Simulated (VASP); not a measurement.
Write the native input for VASP 6.6.1 that does the following.

- Task: single point
- Functional: PBEsol
- Potentials or basis: VASP PAW PBE potentials, release 64 (Ga_d, P)
- Cutoff: 500 eV
- k mesh: 10 × 10 × 10
- Occupations: gaussian, width 0.01 eV
- Spin: no spin polarisation
- Dipole correction: no
- Further INCAR settings: ALGO = Normal; EDIFF = 1e-06; NBANDS = 16

The structure of GaP lies in POSCAR:

```
GaP
1.0
    0.0000000000      2.6503045514      2.6503045514
    2.6503045514      0.0000000000      2.6503045514
    2.6503045514      2.6503045514      0.0000000000
Ga P
1 1
Direct
    0.0000000000      0.0000000000      0.0000000000
    0.2500000000      0.2500000000      0.2500000000
```

The input as run:

INCAR

```
SYSTEM = GaP
PREC     = Accurate       ! precision mode
ENCUT    = 500            ! plane-wave cutoff, eV
EDIFF    = 1E-6           ! SCF threshold, eV
ISMEAR   = 0              ! smearing method
SIGMA    = 0.01           ! smearing width, eV
LREAL    = .False.        ! projectors in reciprocal space
LASPH    = .True.         ! aspherical terms in the spheres
NELM     = 120            ! most SCF steps
ALGO     = Normal         ! electronic algorithm
ISIF     = 2              ! what is computed and relaxed
LWAVE    = .False.        ! write WAVECAR
LCHARG   = .False.        ! write CHGCAR
GGA      = PS             ! functional
NBANDS   = 16             ! bands
GGA_COMPAT= .False.
```

KPOINTS

```
Automatic mesh
0
Gamma
  10 10 10
  0 0 0
```

Potentials or basis: VASP PAW PBE potentials, release 64 (Ga_d, P).

Command:

```console
$ cat potpaw_PBE.64/Ga_d/POTCAR potpaw_PBE.64/P/POTCAR > POTCAR
$ mpirun -np 1 vasp_std > vasp.out
```

Results of the run:

The pressure is 7.6 GPa and the band gap on the k mesh is 1.33 eV (least direct gap 2.45 eV).

Caveat: the cell stands under pressure; the PAW data sets were made with another functional, which shifts forces and pressure a little.

It took 40 s on 1 thread of Intel Xeon 8259CL (shared host), peak memory 0.17 GiB.
